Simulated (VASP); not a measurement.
Set up this calculation in VASP 6.6.1, as the native input.

- Task: single point
- Functional: r2SCAN
- Potentials or basis: VASP PAW PBE potentials, release 64 (Si, C)
- Cutoff: 660 eV
- k mesh: 10 × 10 × 10
- Occupations: gaussian, width 0.01 eV
- Spin: no spin polarisation
- Dipole correction: no
- Further INCAR settings: ALGO = Normal; EDIFF = 1e-06; NBANDS = 11

SiC:

```
Si C
1.0
     0.00000    2.02373    2.02373
     2.02373    0.00000    2.02373
     2.02373    2.02373    0.00000
Si C
1 1
Cartesian
  0.0000 0.0000 0.0000
  1.0119 1.0119 1.0119
```

One way to write it, as run:

POSCAR

```
SiC
1.0
    0.0000000000      2.0237327315      2.0237327315
    2.0237327315      0.0000000000      2.0237327315
    2.0237327315      2.0237327315      0.0000000000
Si C
1 1
Direct
    0.0000000000      0.0000000000      0.0000000000
    0.2500000000      0.2500000000      0.2500000000
```

INCAR.step1

```
SYSTEM = SiC
PREC = Accurate
ENCUT = 660
ISMEAR = 0
SIGMA = 0.01
LREAL = .False.
LASPH = .True.
NELM = 120
NBANDS = 11
GGA = PE
ALGO = Normal
EDIFF = 1E-5
LWAVE = .True.
LCHARG = .False.
GGA_COMPAT = .False.
```

INCAR.step2

```
SYSTEM = SiC
PREC = Accurate
ENCUT = 660
EDIFF = 1E-6
ISMEAR = 0
SIGMA = 0.01
LREAL = .False.
LASPH = .True.
NELM = 120
ALGO = Normal
ISIF = 2
LWAVE = .False.
LCHARG = .True.
METAGGA = R2SCAN
LMIXTAU = .True.
LELF = .True.
LVHAR = .True.
NBANDS = 11
ISTART = 1
GGA_COMPAT = .False.
```

KPOINTS

```
Automatic mesh
0
Gamma
  10 10 10
  0 0 0
```

Potentials or basis: VASP PAW PBE potentials, release 64 (Si, C).

Launch:

```console
$ cat potpaw_PBE.64/Si/POTCAR potpaw_PBE.64/C/POTCAR > POTCAR
$ cp INCAR.step1 INCAR
$ mpirun -np 1 vasp_std > vasp.out
$ cp INCAR.step2 INCAR
$ mpirun -np 1 vasp_std > vasp.out
```

Results of the run:

The pressure is 75.4 GPa and the band gap on the k mesh is 1.55 eV (least direct gap 5.30 eV).

Caveat: the cell stands under pressure; the PAW data sets were made with another functional, which shifts forces and pressure a little.

It took 16 s on 1 thread of Intel(R) Xeon(R) 6975P-C (Granite Rapids) (shared host), peak memory 0.14 GiB.
